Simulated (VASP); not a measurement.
Set up this calculation in VASP 6.6.1, as the native input.

```yaml
Task: relaxation of cell and atoms
Functional: PBEsol
Potentials_or_basis: VASP PAW PBE potentials, release 64 (Mg, O)
Cutoff: 600 eV
k_mesh: 10 × 10 × 10
Occupations: gaussian, width 0.02 eV
Spin: no spin polarisation
Dipole_correction: no
Further_INCAR_settings: ALGO = Normal; EDIFF = 1e-07; IBRION = 2; EDIFFG = -0.005; NSW = 100; ISIF = 3
```

The structure of MgO lies in POSCAR:

```
MgO
1.0
    0.0000000000      2.0970013927      2.0970013927
    2.0970013927      0.0000000000      2.0970013927
    2.0970013927      2.0970013927      0.0000000000
Mg O
1 1
Direct
    0.0000000000      0.0000000000      0.0000000000
    0.5000000000      0.5000000000      0.5000000000
```

One way to write it, as run:

INCAR

```
SYSTEM = MgO
PREC = Accurate
ENCUT = 600
EDIFF = 1E-7
ISMEAR = 0
SIGMA = 0.02
LREAL = .False.
LASPH = .True.
NELM = 60
ALGO = Normal
ISIF = 3
LWAVE = .False.
LCHARG = .False.
GGA = PS
IBRION = 2
NSW = 100
EDIFFG = -0.005
```

KPOINTS

```
Automatic mesh
0
Gamma
  10 10 10
  0 0 0
```

Potentials or basis: VASP PAW PBE potentials, release 64 (Mg, O).

The run is started by

```bash
$ cat potpaw_PBE.64/Mg/POTCAR potpaw_PBE.64/O/POTCAR > POTCAR
$ mpirun -np 1 vasp_std > vasp.out
```

Results of the run:

The relaxed volume is 9.31 Å³/atom, the relaxed cell is a = 2.975 Å, b = 2.975 Å, c = 2.975 Å, α = 60.00°, β = 60.00°, γ = 60.00° and the space group after relaxing (to 0.05 Å) is Fm-3m (No. 225). The energy gained by relaxing is 0.5 meV/atom, the ionic steps are 3 and the pressure after relaxing is 0.0 GPa. The band gap on the k mesh is 4.66 eV, direct.

Caveat: the PAW data sets were made with another functional, which shifts forces and pressure a little.

Run time: 8.2 s on 1 thread of Intel(R) Xeon(R) 6975P-C (Granite Rapids), on a shared host, peak memory 0.14 GiB.
